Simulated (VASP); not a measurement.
Input of a VASP 6.6.1 run:

Contents of INCAR:

```
SYSTEM = ZnSnN2
  ALGO = Normal
  EDIFF = 1E-6
  ENCUT = 520
  GGA = PS
  ISIF = 2
  ISMEAR = -1
  ISPIN = 2
  LASPH = .TRUE.
  LCHARG = .FALSE.
  LORBIT = 11
  LREAL = .FALSE.
  LWAVE = .FALSE.
  MAGMOM = 0 0 0 0
  NBANDS = 30
  NELM = 150
  PREC = Accurate
  SIGMA = 0.02
```

File KPOINTS:

```
k-points
0
G
  6 6 4
  0 0 0
```

Contents of POSCAR:

```
ZnSnN2
1.0
    3.2065606148      0.0000000000      0.0000000000
    0.0000000000      3.2065606148      0.0000000000
    0.0000000000      0.0000000000      4.3142270821
Zn N Sn
1 2 1
Direct
    0.0000000000      0.0000000000      0.0000000000
    0.0000000000      0.0000000000      0.5000000000
    0.5000000000      0.5000000000      0.0000000000
    0.5000000000      0.5000000000      0.5000000000
```

Potentials or basis: VASP PAW PBE potentials, release 64 (Zn, N, Sn_d).

The run is started by

```bash
$ cat potpaw_PBE.64/Zn/POTCAR potpaw_PBE.64/N/POTCAR potpaw_PBE.64/Sn_d/POTCAR > POTCAR
$ mpirun -np 1 vasp_std > vasp.out
```

**Question.** Predict the pressure.

**Answer.** 0.5 GPa.

**Question.** What does it give for the band gap on the k mesh?

**Answer.** Zero (filled and empty bands overlap).

**Question.** Estimate the net moment.

**Answer.** 0.00 μB per cell.

Stress tensor (GPa, compression positive):
```
0.38 0.00 0.00
0.00 0.38 0.00
0.00 0.00 0.79
```

Caveat: the k points lie up to 0.36 Å⁻¹ apart; the PAW data sets were made with another functional, which shifts forces and pressure a little; spin-orbit coupling is left out, which moves the levels of the heavy elements.
